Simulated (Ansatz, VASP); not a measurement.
Two plane-wave programs on AlNi

```
CELL_PARAMETERS angstrom
2.89330 0.00000 0.00000
0.00000 2.89330 0.00000
0.00000 0.00000 2.89330
ATOMIC_POSITIONS crystal
Al 0.50000 0.50000 0.50000
Ni 0.00000 0.00000 0.00000
```

Alike in both runs: functional PBE; k mesh 20 × 20 × 20; occupations gaussian, width 0.1 eV; no spin polarisation.

Ansatz relaxed the structure, and its values are those at the end. VASP's run is a single point on that final structure, the one shown.

```csv
,VASP,Ansatz
version,VASP 6.6.1,Ansatz 0.2.0
potentials or method,"VASP PAW PBE potentials, release 64 (Al, Ni), cutoff 520 eV","scalar-relativistic, plane waves, PAW"
valence electrons in the cell,13,21
```

|  | VASP | Ansatz | Ansatz less VASP |
| --- | --- | --- | --- |
| gap on the k mesh at the Fermi level (eV) | none | none | - |
| pressure (GPa) | 0.0 | 0.0 | -0.03 |

A gap of «none» marks a metal or a gap that the smearing closes. VASP's potentials hold 13 valence electrons a cell and Ansatz's 21, so a difference there can come from the potentials and not from the codes. Ansatz's warnings: negative readings unjudged.
